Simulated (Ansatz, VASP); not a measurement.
## Two plane-wave programs on Al2Pt

```
Al Pt
1.0
     0.00000    2.95500    2.95500
     2.95500    0.00000    2.95500
     2.95500    2.95500    0.00000
Al Pt
2 1
Direct
  0.25000 0.25000 0.25000
  0.75000 0.75000 0.75000
  0.02538 0.02538 0.97462
```

Alike in both runs: task single point; functional PBE; k mesh 10 × 10 × 10; occupations gaussian, width 0.05 eV; no spin polarisation.

```csv
,VASP,Ansatz
version,VASP 6.6.1,Ansatz 0.2.0
potentials or method,"VASP PAW PBE potentials, release 64 (Al, Pt), cutoff 520 eV","scalar-relativistic, plane waves, PAW"
valence electrons in the cell,16,24
```

|  | VASP | Ansatz | Ansatz less VASP |
| --- | --- | --- | --- |
| gap on the k mesh at the Fermi level (eV) | none | none | - |
| pressure (GPa) | 3.5 | 3.6 | +0.12 |
| traceless stress, the component that is largest in VASP (GPa) | -0.60 | -0.60 | 0.000 |
| rms of the force components (eV/Å) | 0.541 | 0.540 | -0.0009 |

Atom by atom the forces differ by 0.001 eV/Å (rms over components). A gap of «none» marks a metal or a gap that the smearing closes. VASP's potentials hold 16 valence electrons a cell and Ansatz's 24, so a difference there can come from the potentials and not from the codes.

Neither program's run includes spin-orbit coupling.
